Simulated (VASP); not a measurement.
Input of a VASP 6.6.1 run:

INCAR

```
SYSTEM = LiYHg
ALGO = Normal ; EDIFF = 1E-6
EDIFFG = -0.01 ; ENCUT = 600
GGA = PE ; IBRION = 2
ISIF = 3 ; ISMEAR = 0
LASPH = .TRUE. ; LCHARG = .FALSE.
LREAL = .FALSE. ; LWAVE = .FALSE.
NELM = 100 ; NSW = 100
PREC = Accurate ; SIGMA = 0.1
```

The input KPOINTS:

```
k-points
0
G
  12 12 10
  0 0 0
```

Contents of POSCAR:

```
LiYHg
1.0
    4.2365820120      0.0000000000      0.0000000000
    0.0000000000      4.2365820120      0.0000000000
    0.0000000000      0.0000000000      5.1756040391
Li Y Hg
1 1 1
Direct
    0.5000000000      0.5000000000      0.5000000000
    0.0000000000      0.0000000000      0.0000000000
    0.5000000000      0.5000000000      0.0000000000
```

Potentials or basis: VASP PAW PBE potentials, release 64 (Li_sv, Y_sv, Hg).

Run with:

```sh
$ cat potpaw_PBE.64/Li_sv/POTCAR potpaw_PBE.64/Y_sv/POTCAR potpaw_PBE.64/Hg/POTCAR > POTCAR
$ mpirun -np 1 vasp_std > vasp.out
```

(1) What does it give for the relaxed cell?

(2) Estimate the band gap on the k mesh.

Answers

(1) a = 4.216 Å, b = 4.216 Å, c = 5.246 Å, α = 90.00°, β = 90.00°, γ = 90.00°.

(2) zero (band 13 reaches 2.61 eV, above the bottom of band 14 at 1.45 eV).

Caveat: spin-orbit coupling is left out, which moves the levels of the heavy elements.
